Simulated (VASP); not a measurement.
# Ru in VASP: single point with PBE

Aim: the single point of Ru with PBE.

Everything below comes from runs of VASP 6.6.1. Logs are shortened: lines on timing, memory, paths and dates and some standing lists are left out, and cuts for length are marked.

## Step 1: The cell of the first run

The cell holds a slab with vacuum, 6 atoms: a = 2.721 Å, b = 4.296 Å, c = 18.499 Å, α = 90.00°, β = 90.00°, γ = 90.00°.

## Step 2: Single point, PBE

File INCAR:

```
SYSTEM = Ru
PREC = Accurate
ENCUT = 520
EDIFF = 1E-6
ISMEAR = -1
SIGMA = 0.1
LREAL = .FALSE.
LASPH = .TRUE.
NELM = 60
ALGO = Normal
ISIF = 2
LWAVE = .FALSE.
LCHARG = .FALSE.
LDIPOL = .TRUE.
IDIPOL = 3
DIPOL = 0.5 0.5 0.500
GGA = PE
NBANDS = 51
```

File KPOINTS:

```
regular mesh
0
G
  12 8 1
  0 0 0
```

File POSCAR:

```
Ru
1.0
    2.7211623494      0.0000000000      0.0000000000
    0.0000000000      4.2959980370      0.0000000000
    0.0000000000      0.0000000000     18.4987000000
Ru
6
Direct
    0.7500000000      0.7500000000      0.3585140063
    0.2500000000      0.2500000000      0.3934388321
    0.2500000000      0.7500000000      0.4800379677
    0.7500000000      0.2500000000      0.5199620186
    0.7500000000      0.7500000000      0.6065611744
    0.2500000000      0.2500000000      0.6414860009
```

Potentials or basis: VASP PAW PBE potentials, release 64 (Ru_pv).

On the command line:

```bash
cat potpaw_PBE.64/Ru_pv/POTCAR > POTCAR
mpirun -np 1 vasp_std > vasp.out
```

OUTCAR:

```text
SYSTEM = Ru
   PREC = Accurate
   ENCUT = 520
   EDIFF = 1E-6
   ISMEAR = -1
   LREAL = .FALSE.
   LASPH = .TRUE.
   NELM = 60
   ISIF = 2
   GGA = PE

 ion  position               nearest neighbor table
   1  0.750  0.750  0.359-   2 2.62   2 2.62   2 2.62   2 2.62   3 2.63   3 2.63
   2  0.250  0.250  0.393-   1 2.62   1 2.62   1 2.62   1 2.62   3 2.68   3 2.68   4 2.71   4 2.71

   3  0.250  0.750  0.480-   1 2.63   1 2.63   4 2.65   4 2.65   4 2.65   4 2.65   2 2.68   2 2.68
                             5 2.71   5 2.71
   4  0.750  0.250  0.520-   6 2.63   6 2.63   3 2.65   3 2.65   3 2.65   3 2.65   5 2.68   5 2.68
                             2 2.71   2 2.71
   5  0.750  0.750  0.607-   6 2.62   6 2.62   6 2.62   6 2.62   4 2.68   4 2.68   3 2.71   3 2.71

   6  0.250  0.250  0.641-   5 2.62   5 2.62   5 2.62   5 2.62   4 2.63   4 2.63

  LATTYP: Found a simple orthorhombic cell.
 ALAT       =     2.7211623494
 B/A-ratio  =     1.5787363947
 C/A-ratio  =     6.7980875908

  Lattice vectors:

 A1 = (   2.7211623494,   0.0000000000,   0.0000000000)
 A2 = (   0.0000000000,   4.2959980370,   0.0000000000)
 A3 = (   0.0000000000,   0.0000000000,  18.4987000000)

Analysis of symmetry for initial positions (statically):
=====================================================================
 Subroutine PRICEL returns:
 Original cell was already a primitive cell.

 Routine SETGRP: Setting up the symmetry group for a
 simple orthorhombic supercell.

 Subroutine GETGRP returns: Found  8 space group operations
 (whereof  2 operations were pure point group operations)
 out of a pool of  8 trial point group operations.

The static configuration has the point symmetry S_2 .
 The point group associated with its full space group is D_2h.

Analysis of symmetry for dynamics (positions and initial velocities):
=====================================================================
 Subroutine PRICEL returns:
 Original cell was already a primitive cell.

 Routine SETGRP: Setting up the symmetry group for a
 simple orthorhombic supercell.

 Subroutine GETGRP returns: Found  8 space group operations
 (whereof  2 operations were pure point group operations)
 out of a pool of  8 trial point group operations.

The dynamic configuration has the point symmetry S_2 .
 The point group associated with its full space group is D_2h.

 Subroutine INISYM returns: Found  8 space group operations
 (whereof  2 operations are pure point group operations),
 and found     1 'primitive' translations

----------------------------------------------------------------------------------------

                                     Primitive cell

  volume of cell :     216.2518

  direct lattice vectors                    reciprocal lattice vectors
     2.721162349  0.000000000  0.000000000     0.367490018  0.000000000  0.000000000
     0.000000000  4.295998037  0.000000000     0.000000000  0.232774780  0.000000000
     0.000000000  0.000000000 18.498700000     0.000000000  0.000000000  0.054057853

  length of vectors
     2.721162349  4.295998037 18.498700000     0.367490018  0.232774780  0.054057853

  position of ions in fractional coordinates (direct lattice)
     0.750000000  0.750000000  0.358514006
     0.250000000  0.250000000  0.393438832
     0.250000000  0.750000000  0.480037968
     0.750000000  0.250000000  0.519962019
     0.750000000  0.750000000  0.606561174
     0.250000000  0.250000000  0.641486001

  ion indices of the primitive-cell ions
   primitive index   ion index
                 1           1
                 2           2
                 3           3
                 4           4
                 5           5
                 6           6

----------------------------------------------------------------------------------------

 KPOINTS: regular mesh

Automatic generation of k-mesh.
 Grid dimensions read from file:
 generate k-points for:   12    8    1

 Generating k-lattice:

  Cartesian coordinates                     Fractional coordinates (reciprocal lattice)
     0.030624168  0.000000000  0.000000000     0.083333333  0.000000000  0.000000000
     0.000000000  0.029096848  0.000000000     0.000000000  0.125000000  0.000000000
     0.000000000  0.000000000  0.054057853     0.000000000  0.000000000  1.000000000

  Length of vectors
     0.030624168  0.029096848  0.054057853

  Shift w.r.t. Gamma in fractional coordinates (k-lattice)
     0.000000000  0.000000000  0.000000000

 Subroutine IBZKPT returns following result:
 ===========================================

 Found     35 irreducible k-points:

 Following reciprocal coordinates:
            Coordinates               Weight
  0.000000  0.000000  0.000000      1.000000
  0.083333  0.000000  0.000000      2.000000
  0.166667  0.000000  0.000000      2.000000
  0.250000  0.000000  0.000000      2.000000
  0.333333  0.000000  0.000000      2.000000
  0.416667  0.000000  0.000000      2.000000
[... 16 lines left out ...]
  0.083333  0.375000  0.000000      4.000000
  0.166667  0.375000  0.000000      4.000000
 [... further k-points ...]
   k-points           NKPTS =     35   k-points in BZ     NKDIM =     35   number of bands    NBANDS=     51
   number of dos      NEDOS =    301   number of ions     NIONS =      6
   total plane-waves  NPLWV =  89600
   dimension x,y,z NGX =    20 NGY =   32 NGZ =  140
   dimension x,y,z NGXF=    40 NGYF=   64 NGZF=  280
   ions per type =               6
   NGX,Y,Z   is equivalent  to a cutoff of  12.22, 12.38, 12.58 a.u.
   NGXF,Y,Z  is equivalent  to a cutoff of  24.44, 24.77, 25.16 a.u.
 SYSTEM =  Ru
   PREC   = accura    normal or accurate (medium, high low for compatibility)
   ISTART =      0    job   : 0-new  1-cont  2-samecut
   ICHARG =      2    charge: 1-file 2-atom 10-const
   ISPIN  =      1    spin polarized calculation?
   LNONCOLLINEAR =      F non collinear calculations
   LSORBIT =      F    spin-orbit coupling
   LASPH  =      T    aspherical Exc in radial PAW
   ENCUT  =  520.0 eV  38.22 Ry    6.18 a.u.   5.06  7.99 34.40*2*pi/ulx,y,z
   NELM   =     60;   NELMIN=  2; NELMDL= -5     # of ELM steps
   EDIFF  = 0.1E-05   stopping-criterion for ELM
   LREAL  =      F    real-space projection
   EDIFFG = 0.1E-04   stopping-criterion for IOM
   NSW    =      0    number of steps for IOM
   IBRION =     -1    ionic relax: 0-MD 1-quasi-New 2-CG
   NFREE  =      0    steps in history (QN), initial steepest desc. (CG)
   ISIF   =      2    stress and relaxation
   ISYM   =      2    0-nonsym 1-usesym 2-fastsym
   POTIM  = 0.5000    time-step for ionic-motion
   TEBEG  =    0.0;   TEEND  =   0.0 temperature during run
   PSTRESS=    0.0 pullay stress
   NELECT =      84.0000    total number of electrons
   NUPDOWN=      -1.0000    fix difference up-down
   EMIN   =  10.00;   EMAX   =-10.00  energy-range for DOS
   EFERMI =   0.00;   METHOD = LEGACY
   ISMEAR =    -1;   SIGMA  =   0.10  broadening in eV -4-tet -1-fermi 0-gaus
   EFERMI_NEDOS =   21; number of points for ismear=-14 and -15
   IALGO  =     38    algorithm
   IMIX   =      4    mixing-type and parameters
     AMIX     =   0.40;   BMIX     =  1.00
     AMIX_MAG =   1.60;   BMIX_MAG =  1.00
  volume/ion in A,a.u.               =      36.04       243.22
  Fermi-wavevector in a.u.,A,eV,Ry     =   1.194487  2.257253 19.412774  1.426799
  Thomas-Fermi vector in A             =   2.330476
   LORBIT       =      0    0 simple, 1 ext, 2 COOP (PROOUT), +10 PAW based schemes
   GGA     = PE    functional components
   LHFCALC =     F    Hartree Fock is set to
   AEXX    =    0.0000 exact exchange contribution
   IVDW    =     0    specifies the selected vdW correction
   LEPSILON=     F    determine dielectric tensor
   LRPA    =     F    only Hartree local field effects (RPA)
 non-spin polarized calculation
  energy-cutoff  :      520.00
  volume of cell :      216.25
 maximum number of plane-waves:      5892
   NGX = 11   NGY = 15   NGZ = 69

 dipolmoment           0.000000      0.000000     -0.000000 electrons x Angstroem

 number of electron      84.0000037 magnetization

 dipolmoment           0.000000      0.000000      0.000003 electrons x Angstroem

 Free energy of the ion-electron system (eV)
  ---------------------------------------------------
  ext. energy  EPLUGINS =         0.00000000
  ---------------------------------------------------
  free energy    TOTEN  =       -51.26886461 eV

  energy without entropy =      -50.99642706  energy(sigma->0) =      -51.13264583

 E-fermi :   1.8929     XC(G=0):  -6.4057

 val. band max:        1.8869262073   @ k =   0.0000   0.1250   0.0000
 cond. band min:       1.8970014866   @ k =   0.0000   0.2500   0.0000
 fundamental gap:      0.0100752793
 Fermi energy:         1.8928667538

 k-point     1 :       0.0000    0.0000    0.0000
  band No.  band energies     occupation
      1     -41.7282      2.00000
      2     -41.4802      2.00000
      3     -41.3623      2.00000
      4     -41.3545      2.00000
      5     -41.2445      2.00000
      6     -41.1538      2.00000
[... 43 lines left out ...]
     50       3.9821      0.00000
     51       3.9876      0.00000

 k-point     2 :       0.0833    0.0000    0.0000
  band No.  band energies     occupation
      1     -41.7114      2.00000
      2     -41.4721      2.00000
      3     -41.3495      2.00000
      4     -41.3478      2.00000
      5     -41.2289      2.00000
      6     -41.1870      2.00000
[... 43 lines left out ...]
     50       3.7078      0.00000
     51       3.8690      0.00000

 k-point     3 :       0.1667    0.0000    0.0000
  band No.  band energies     occupation
      1     -41.6628      2.00000
      2     -41.4540      2.00000
      3     -41.3401      2.00000
      4     -41.3075      2.00000
      5     -41.2675      2.00000
      6     -41.1835      2.00000
[... 43 lines left out ...]
     50       3.5231      0.00000
     51       3.7176      0.00000
[... 1027 lines left out ...]
 k-point    23 :       0.0833    0.3750    0.0000
  band No.  band energies     occupation
      1     -41.5978      2.00000
      2     -41.5194      2.00000
      3     -41.3929      2.00000
      4     -41.1734      2.00000
      5     -41.1115      2.00000
      6     -41.0544      2.00000
[... 43 lines left out ...]
     50       3.1892      0.00000
     51       3.3751      0.00000

 k-point    24 :       0.1667    0.3750    0.0000
  band No.  band energies     occupation
      1     -41.5766      2.00000
      2     -41.5108      2.00000
      3     -41.4186      2.00000
      4     -41.2589      2.00000
      5     -41.1699      2.00000
      6     -41.0622      2.00000
[... 43 lines left out ...]
     50       3.3642      0.00000
     51       4.1252      0.00000

 [... further k-points ...]

------------------------ aborting loop because EDIFF is reached ----------------------------------------

 vacuum level on the upper side and lower side of the slab       (xc-potential included)        -0.177        -0.177

  FORCE on cell =-STRESS in cart. coord.  units (eV):
  Direction    XX          YY          ZZ          XY          YZ          ZX
  --------------------------------------------------------------------------------------
  -------------------------------------------------------------------------------------
  Total       -3.9627277     -2.1094248     -0.0219420      0.0000000      0.0000000      0.0000000
  in kB      -29.3592581    -15.6284138     -0.1625652      0.0000000      0.0000000      0.0000000
  external PRESSURE =     -15.0500790 kB  Pullay stress =       0.0000000 kB

 VOLUME and BASIS-vectors are now :
 -----------------------------------------------------------------------------
  energy-cutoff  :      520.00
  volume of cell :      216.25
      direct lattice vectors                 reciprocal lattice vectors
     2.721162349  0.000000000  0.000000000     0.367490018  0.000000000  0.000000000
     0.000000000  4.295998037  0.000000000     0.000000000  0.232774780  0.000000000
     0.000000000  0.000000000 18.498700000     0.000000000  0.000000000  0.054057853

 POSITION                                       TOTAL-FORCE (eV/Angst)
 -----------------------------------------------------------------------------------
      2.04087      3.22200      6.63204         0.000000      0.000000     -0.006267
      0.68029      1.07400      7.27811        -0.000000     -0.000000     -0.004763
      0.68029      3.22200      8.88008         0.000000      0.000000     -0.001123
      2.04087      1.07400      9.61862         0.000000     -0.000000      0.001123
      2.04087      3.22200     11.22059         0.000000     -0.000000      0.004763
      0.68029      1.07400     11.86666         0.000000     -0.000000      0.006267
 -----------------------------------------------------------------------------------
    total drift:                               -0.000000      0.000000      0.000758

  FREE ENERGIE OF THE ION-ELECTRON SYSTEM (eV)
  ---------------------------------------------------
  free  energy   TOTEN  =       -51.2688646122 eV

  energy  without entropy=      -50.9964270564  energy(sigma->0) =      -51.13264583

 vacuum level on the upper side and lower side of the slab         6.562         6.562
```

Wall time 5 min (1 thread of Intel Xeon 6975P-C (Granite Rapids), shared host); peak memory 0.44 GiB.

Results:

| Quantity | Value |
| --- | --- |
| Free energy | -51.2689 eV |
| Largest force | 0.006 eV/Å |
| Band gap on the k mesh | zero (band 42 reaches 2.62 eV, above the bottom of band 43 at 1.36 eV) |

Forces on the atoms (eV/Å):
```
Ru   0.000  0.000 -0.006
Ru   0.000  0.000 -0.005
Ru   0.000  0.000 -0.001
Ru   0.000  0.000  0.001
Ru   0.000  0.000  0.005
Ru   0.000  0.000  0.006
```
